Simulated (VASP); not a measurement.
A run of VASP 6.6.1 is set up as follows.

INCAR

```
SYSTEM = Ru
ALGO     = Normal         ! electronic algorithm
EDIFF    = 1E-6           ! SCF threshold, eV
EDIFFG   = -0.005         ! ionic threshold
ENCUT    = 600            ! plane-wave cutoff, eV
GGA      = PE             ! functional
IBRION   = 2              ! ionic algorithm
ISIF     = 3              ! what is computed and relaxed
ISMEAR   = -1             ! smearing method
LASPH    = .TRUE.         ! aspherical terms in the spheres
LCHARG   = .FALSE.        ! write CHGCAR
LREAL    = .FALSE.        ! projectors in reciprocal space
LWAVE    = .FALSE.        ! write WAVECAR
NELM     = 100            ! most SCF steps
NSW      = 32             ! ionic steps
PREC     = Accurate       ! precision mode
PSTRESS  = 930.0        
SIGMA    = 0.08           ! smearing width, eV
```

Contents of KPOINTS:

```
k-points
0
G
  17 17 10
  0 0 0
```

Contents of POSCAR:

```
Ru
1.0
    2.5482259444      0.0000000000      0.0000000000
   -1.2741129722      2.2068284025      0.0000000000
    0.0000000000      0.0000000000      4.0512225662
Ru
2
Direct
    0.3333333333      0.6666666667      0.2500000000
    0.6666666667      0.3333333333      0.7500000000
```

Potentials or basis: VASP PAW PBE potentials, release 64 (Ru_pv).

Launch:

```sh
$ cat potpaw_PBE.64/Ru_pv/POTCAR > POTCAR
$ mpirun -np 1 vasp_std > vasp.out
```

(1) Estimate the band gap on the k mesh.

(2) What does it give for the relaxed volume?

Results:

(1) zero (band 14 reaches 18.28 eV, above the bottom of band 15 at 14.20 eV).

(2) 11.40 Å³/atom.

Caveat: the cell is relaxed towards a set pressure, so the enthalpy falls and the energy may rise.
